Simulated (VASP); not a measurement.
A run of VASP 6.6.1 is set up as follows.

Contents of INCAR:

```
PREC     = Accurate       # precision mode
ENCUT    = 520            # plane-wave cutoff, eV
EDIFF    = 1E-6           # SCF threshold, eV
ISMEAR   = 1              # smearing method
SIGMA    = 0.1            # smearing width, eV
LREAL    = F              # projectors in reciprocal space
LASPH    = T              # aspherical terms in the spheres
NELM     = 60             # most SCF steps
ALGO     = Normal         # electronic algorithm
ISIF     = 2              # what is computed and relaxed
LWAVE    = F              # write WAVECAR
LCHARG   = T              # write CHGCAR
GGA      = CA             # functional
LELF     = T              # ELF
LVHAR    = T            
NBANDS   = 11             # bands
```

KPOINTS

```
regular mesh
0
Gamma
  16 16 16
```

File POSCAR:

```
C
1.0
    0.0000000000      2.1270000000      3.3480000000
    1.2280000000      0.0000000000      3.3480000000
    1.2280000000      2.1270000000      0.0000000000
C
2
Direct
    0.1666666667      0.8333333333      0.1666666667
    0.8333333333      0.1666666667      0.8333333333
```

Potentials or basis: VASP PAW LDA potentials, release 64 (C).

Launch:

```bash
$ cat potpaw_LDA.64/C/POTCAR > POTCAR
$ mpirun -np 1 vasp_std > vasp.out
```

**Question.** Predict the pressure.

**Answer.** -3.0 GPa.

**Question.** Estimate the largest force.

**Answer.** 0.015 eV/Å.

Forces in eV/Å, atoms in the order of the input:
```
C    0.000 -0.015  0.000
C    0.000  0.015  0.000
```

Caveat: the cell stands under tension.
